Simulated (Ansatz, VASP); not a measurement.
# Au3C in VASP and in Ansatz

The input INCAR:

```
SYSTEM = Au3C
PREC = Accurate
ENCUT = 520
EDIFF = 1E-6
ISMEAR = 0
SIGMA = 0.1
LREAL = .FALSE.
LASPH = .TRUE.
NELM = 100
ALGO = Normal
ISIF = 2
LWAVE = .FALSE.
LCHARG = .FALSE.
LDIPOL = .TRUE.
IDIPOL = 3
DIPOL = 0.5 0.5 0.348
GGA = PE
NBANDS = 26
```

Contents of KPOINTS:

```
regular mesh
0
G
  9 9 1
  0 0 0
```

The input POSCAR:

```
Au3C
1.0
    2.9402049748      0.0000000000      0.0000000000
   -1.4701024874      2.5462922005      0.0000000000
    0.0000000000      0.0000000000     21.8974947720
Au C
3 1
Direct
    0.6666666667      0.3333333333      0.1826692981
    0.3333333333      0.6666666667      0.2945190844
    0.0000000000      0.0000000000      0.4063247812
    0.3333333333     -0.3333333333      0.5099896079
```

Input for Ansatz:

```yaml
crystal:
  lattice:
    - [2.9402049748, 0.0, 0.0]
    - [-1.4701024874, 2.5462922005, 0.0]
    - [0.0, 0.0, 21.897494772]
  atoms:
    - { symbol: Au, position: [0.6666666667, 0.3333333333, 0.1826692981] }
    - { symbol: Au, position: [0.3333333333, 0.6666666667, 0.2945190844] }
    - { symbol: Au, position: [0.0, 0.0, 0.4063247812] }
    - { symbol: C, position: [0.3333333333, -0.3333333333, 0.5099896079] }
basis:
  ecutwfc: 420
kpoints:
  mp_grid: { grid: [9, 9, 1] }
hamiltonian:
  xc: pbe
scf:
  occupations: { method: gaussian, width: 0.1 }
output:
  forces: true
  eigenvalues: true
efield:
  axis: 3
  dipole_correction: true
  ramp_width: 0.04
```

Alike in both runs: task single point; functional PBE; k mesh 9 × 9 × 1; occupations gaussian, width 0.1 eV; no spin polarisation.

|  | VASP | Ansatz |
| --- | --- | --- |
| version | VASP 6.6.1 | Ansatz 0.2.0 |
| potentials or method | VASP PAW PBE potentials, release 64 (Au, C), cutoff 520 eV | scalar-relativistic, plane waves, PAW |
| valence electrons in the cell | 37 | 61 |

|  | VASP | Ansatz | Ansatz less VASP |
| --- | --- | --- | --- |
| gap on the k mesh at the Fermi level (eV) | none | none | - |
| rms of the force components (eV/Å) | 0.526 | 0.528 | +0.0024 |

Atom by atom the forces differ by 0.003 eV/Å (rms over components). A gap of «none» marks a metal or a gap that the smearing closes. VASP's potentials hold 37 valence electrons a cell and Ansatz's 61, so a difference there can come from the potentials and not from the codes.

Neither program's run includes spin-orbit coupling.
